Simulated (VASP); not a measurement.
# Si: single point with PBE

The system is Si.

```xyz
4
Lattice="0.0000 -2.7348 -2.7348 0.0000 2.7348 -2.7348 5.4695 0.0000 0.0000" Properties=species:S:1:pos:R:3 pbc="T T T"
Si    0.0000    0.0137   -2.8094
Si    2.7348   -0.0137    0.0747
Si    1.3674   -1.4451   -4.0285
Si    4.1021   -1.2897   -1.4410
```

This cell differs from its parent crystal: atoms displaced along several vibrational modes.

| Item | Value |
| --- | --- |
| Program | VASP 6.6.1 |
| Task | single point |
| Functional | PBE |
| Potentials or basis | VASP PAW PBE potentials, release 64 (Si) |
| Cutoff | 520 eV |
| k mesh | 8 × 8 × 6 |
| Occupations | gaussian, width 0.05 eV |
| Spin | no spin polarisation |

```
Pressure               : -0.2 GPa
Largest force          : 0.740 eV/Å
Band gap on the k mesh : 0.59 eV (least direct gap 0.71 eV)
```

Forces on the atoms (eV/Å):
```
Si   0.063  0.505  0.133
Si   0.063 -0.505 -0.133
Si  -0.063  0.207 -0.708
Si  -0.063 -0.207  0.708
```

Stress tensor (GPa, compression positive):
```
-0.11  0.00  0.00
 0.00 -0.02 -0.12
 0.00 -0.12 -0.32
```

Levels at points of the mesh, in eV from the valence-band top:
| k point | band 5 | band 6 | band 7 | band 8 | band 9 | band 10 | band 11 | band 12 |
| --- | --- | --- | --- | --- | --- | --- | --- | --- |
| (0.00, 0.00, 0.00) | -2.80 | -0.17 | -0.01 | 0.00 | 0.71 | 0.83 | 2.53 | 2.53 |
| (0.50, 0.00, 0.00) | -3.74 | -3.65 | -1.40 | -1.26 | 2.33 | 2.42 | 4.57 | 4.81 |
| (0.00, 0.50, 0.00) | -3.76 | -3.66 | -1.38 | -1.22 | 2.35 | 2.45 | 4.55 | 4.86 |
| (0.50, 0.50, 0.00) | -2.89 | -2.82 | -2.82 | -2.74 | 0.62 | 0.71 | 0.72 | 0.76 |
| (0.00, 0.00, 0.50) | -1.87 | -1.87 | -1.85 | -1.85 | 1.12 | 1.12 | 3.03 | 3.03 |
| (0.50, 0.00, 0.50) | -1.29 | -1.29 | -1.11 | -1.11 | 1.42 | 1.42 | 3.23 | 3.23 |
| (0.00, 0.50, 0.50) | -1.27 | -1.27 | -1.11 | -1.11 | 1.41 | 1.41 | 3.25 | 3.25 |
| (0.50, 0.50, 0.50) | -3.84 | -3.84 | -3.74 | -3.74 | 4.06 | 4.06 | 4.29 | 4.29 |

It took 120 s on 1 thread of Intel(R) Xeon(R) Platinum 8488C (Sapphire Rapids) (shared host), peak memory 0.26 GiB.

Caveat: the cell differs from its parent crystal (atoms displaced along several vibrational modes); semilocal functionals underestimate gaps, and a narrow one can read as zero. A k mesh can miss the band edges.
